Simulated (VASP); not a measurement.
Input of a VASP 6.6.1 run:

INCAR

```
SYSTEM = AlN
  PREC = Accurate
  ENCUT = 520
  EDIFF = 1E-6
  ISMEAR = -1
  SIGMA = 0.05
  LREAL = .False.
  LASPH = .True.
  NELM = 100
  ALGO = Normal
  ISIF = 2
  LWAVE = .False.
  LCHARG = .True.
  LELF = .True.
  LVHAR = .True.
  NBANDS = 11
```

File KPOINTS:

```
Automatic mesh
0
Gamma
  10 10 10
  0 0 0
```

Contents of POSCAR:

```
AlN
1.0
    0.0000000000      2.1711406856      2.1711406856
    2.1711406856      0.0000000000      2.1711406856
    2.1711406856      2.1711406856      0.0000000000
Al N
1 1
Direct
    0.0000000000      0.0000000000      0.0000000000
    0.2500000000      0.2500000000      0.2500000000
```

Potentials or basis: VASP PAW LDA potentials, release 64 (Al, N).

Launch:

```console
$ cat potpaw_LDA.64/Al/POTCAR potpaw_LDA.64/N/POTCAR > POTCAR
$ mpirun -np 1 vasp_std > vasp.out
```

**Question.** Predict the band gap on the k mesh.

**Answer.** 3.23 eV, indirect (least direct gap 4.39 eV).

**Question.** Estimate the pressure.

**Answer.** 0.6 GPa.

A k mesh can miss the band edges.
